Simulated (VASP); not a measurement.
The system is Na2S.

```
Na S
1.0
     0.00000    3.25543    3.25543
     3.25543    0.00000    3.25543
     3.25543    3.25543    0.00000
Na S
2 1
Direct
  0.25000 0.25000 0.25000
  0.75000 0.75000 0.75000
  0.00000 0.00000 0.00000
```

Base run:

| Quantity | Value |
| --- | --- |
| Program | VASP 6.6.1 |
| Functional | HSE06 |
| Potentials or basis | VASP PAW PBE potentials, release 64 (Na_pv, S) |
| Cutoff | 400 eV |
| k mesh | 4 × 4 × 4 |
| Occupations | gaussian, width 0.01 eV |
| Spin | no spin polarisation |

Its results: band gap on the k mesh 3.52 eV; pressure 0.0 GPa.

Question: After a change of settings the same cell gave: band gap on the k mesh 4.22 eV; pressure -0.1 GPa. Which change was it?
A. functional from HSE06 to r2SCAN; cutoff from 400 eV to 550 eV
B. functional from HSE06 to PBE; cutoff from 400 eV to 500 eV; k mesh from 4 × 4 × 4 to 6 × 6 × 6
C. functional from HSE06 to PBE0
D. functional from HSE06 to PBE; cutoff from 400 eV to 500 eV

Answer: C.

Caveats: the PAW data sets were made with another functional, which shifts forces and pressure a little.
